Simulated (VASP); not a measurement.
Write the native input for VASP 6.6.1 that does the following.

```
Task                   : single point
Functional             : PBEsol
Potentials or basis    : VASP PAW PBE potentials, release 64 (Al, Cu)
Cutoff                 : 520 eV
k mesh                 : 10 × 10 × 10
Occupations            : gaussian, width 0.15 eV
Spin                   : no spin polarisation
Dipole correction      : no
Further INCAR settings : ALGO = Fast; EDIFF = 1e-06; NBANDS = 26
```

The structure of Al2Cu lies in POSCAR:

```
Al2Cu
1.0
   -2.9066000000      2.9066000000      2.4621000000
    2.9066000000     -2.9066000000      2.4621000000
    2.9066000000      2.9066000000     -2.4621000000
Al Cu
4 2
Direct
    0.1593210787      0.6593210787      0.8186421574
    0.6593210787      0.8406789213      0.5000000000
    0.8406789213      0.3406789213      0.1813578426
    0.3406789213      0.1593210787      0.5000000000
    0.7500000000      0.7500000000      0.0000000000
    0.2500000000      0.2500000000      0.0000000000
```

The input as run:

INCAR

```
SYSTEM = Al2Cu
  PREC = Accurate
  ENCUT = 520
  EDIFF = 1E-6
  ISMEAR = 0
  SIGMA = 0.15
  LREAL = .FALSE.
  LASPH = .TRUE.
  NELM = 80
  ALGO = Fast
  ISIF = 2
  LWAVE = .FALSE.
  LCHARG = .FALSE.
  GGA = PS
  NBANDS = 26
```

KPOINTS

```
Automatic mesh
0
G
  10 10 10
  0 0 0
```

Potentials or basis: VASP PAW PBE potentials, release 64 (Al, Cu).

The run is started by

```sh
$ cat potpaw_PBE.64/Al/POTCAR potpaw_PBE.64/Cu/POTCAR > POTCAR
$ mpirun -np 1 vasp_std > vasp.out
```

Results of the run:

```yaml
Pressure: 5.4 GPa
Largest_force: 0.140 eV/Å
Band_gap_on_the_k_mesh: zero (bands 17 and 18 overlap by 4.04 eV)
```

Caveat: the cell stands under pressure; the PAW data sets were made with another functional, which shifts forces and pressure a little.

Run time: 4.5 min on 1 thread of AMD EPYC 7R13 Processor (Zen 3), on a shared host, peak memory 0.3 GiB.
